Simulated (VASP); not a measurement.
BaF2: relaxation of cell and atoms with r2SCAN

The system is BaF2.

```
Ba F
1.0
     0.00000    3.12293    3.12293
     3.12293    0.00000    3.12293
     3.12293    3.12293    0.00000
Ba F
1 2
Cartesian
  0.0000 0.0000 0.0000
  4.6844 4.6844 4.6844
  1.5615 1.5615 1.5615
```

| Quantity | Value |
| --- | --- |
| Program | VASP 6.6.1 |
| Task | relaxation of cell and atoms |
| Functional | r2SCAN |
| Potentials or basis | VASP PAW PBE potentials, release 64 (Ba_sv, F) |
| Cutoff | 660 eV |
| k mesh | 6 × 6 × 6 |
| Occupations | fermi-dirac, width 0.02 eV |
| Spin | no spin polarisation |
| Dipole correction | no |
| Further INCAR settings | ALGO = Normal; EDIFF = 1e-07; IBRION = 2; EDIFFG = -0.005; NSW = 80; ISIF = 3 |

```
Relaxed volume                        : 20.09 Å³/atom
Relaxed cell                          : a = 4.401 Å, b = 4.401 Å, c = 4.401 Å, α = 60.00°, β = 60.00°, γ = 60.00°
Space group after relaxing (to 0.1 Å) : Fm-3m (No. 225)
Energy gained by relaxing             : 0.4 meV/atom
Ionic steps                           : 3
Pressure after relaxing               : 0.0 GPa
Band gap on the k mesh                : 7.30 eV (least direct gap 7.36 eV)
```

Step by step:
```tsv
step	energy change (eV)	largest force (eV/Å)	pressure (GPa)	volume (Å³)
1	0.0000	0.0000	-0.64	60.91
2	-0.0013	0.0000	0.07	60.21
3	-0.0013	0.0000	0.00	60.27
```

Final structure:
```yaml
crystal:
  lattice:
    - [0.00000, 3.11194, 3.11194]
    - [3.11194, 0.00000, 3.11194]
    - [3.11194, 3.11194, 0.00000]
  atoms:
    - { symbol: Ba, position: [0.00000, 0.00000, 0.00000] }
    - { symbol: F, position: [0.75000, 0.75000, 0.75000] }
    - { symbol: F, position: [0.25000, 0.25000, 0.25000] }
```

Levels at points of the mesh, in eV from the valence-band top:
```tsv
k point	band 9	band 10	band 11	band 12	band 13	band 14	band 15	band 16
(0.00, 0.00, 0.00)	-1.43	-0.06	-0.06	-0.06	7.30	9.87	9.87	12.18
(0.50, 0.00, 0.00)	-0.62	-0.34	-0.15	-0.15	9.81	9.81	9.88	10.08
(0.50, 0.50, 0.00)	-0.33	-0.31	-0.31	-0.11	7.68	9.80	11.33	12.76
```

Wall time 3 min on 1 thread of Intel(R) Xeon(R) 6975P-C (Granite Rapids) (shared host), peak memory 0.27 GiB.

Caveat: the PAW data sets were made with another functional, which shifts forces and pressure a little; spin-orbit coupling is left out, which moves the levels of the heavy elements. A k mesh can miss the band edges.
